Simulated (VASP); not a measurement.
Here is a VASP 6.6.1 calculation.

INCAR

```
PREC = Accurate ; ENCUT = 520
EDIFF = 1E-6 ; ISMEAR = 0
SIGMA = 0.05 ; LREAL = False
LASPH = True ; NELM = 100
ALGO = Normal ; ISIF = 2
LWAVE = False ; LCHARG = False
GGA = PE ; NBANDS = 35
```

Contents of KPOINTS:

```
Automatic mesh
0
Gamma
  10 10 10
```

POSCAR

```
SnO2
1.0
   -2.0262505044      2.0262505044      5.1806864801
    2.0262505044     -2.0262505044      5.1806864801
    2.0262505044      2.0262505044     -5.1806864801
Sn O
2 4
Direct
    0.7500000000      0.2500000000      0.5000000000
    0.0000000000      0.0000000000      0.0000000000
    0.6969159253      0.7692909844     -0.0723750591
    0.9524019562      0.4524019562      0.5000000000
    0.2024019562      0.2024019562      0.0000000000
    0.5475980438      0.0475980438      0.5000000000
```

Potentials or basis: VASP PAW PBE potentials, release 64 (Sn_d, O).

The run is started by

```bash
$ cat potpaw_PBE.64/Sn_d/POTCAR potpaw_PBE.64/O/POTCAR > POTCAR
$ mpirun -np 1 vasp_std > vasp.out
```

**Question.** What does it give for the pressure?

**Answer.** -1.1 GPa.

**Question.** Predict the band gap on the k mesh.

**Answer.** 0.68 eV (least direct gap 1.27 eV).

**Question.** Estimate the largest force.

**Answer.** 2.282 eV/Å.

Forces in eV/Å, atoms in the order of the input:
```
Sn   0.000  0.014 -0.519
Sn   0.000 -0.270 -0.161
O    0.000  0.820  2.129
O    0.000  0.124 -0.569
O    0.000 -0.637 -0.171
O    0.000 -0.052 -0.709
```

Caveat: the cell differs from its parent crystal (atom 3 (O) moved by -0.293 Å along [0 1 0] and -0.293 Å along [0 0 1]); spin-orbit coupling is left out, which moves the levels of the heavy elements; forces of over 1 eV/Å act on the atoms, so gaps and moduli don't describe the material at rest. A k mesh can miss the band edges.
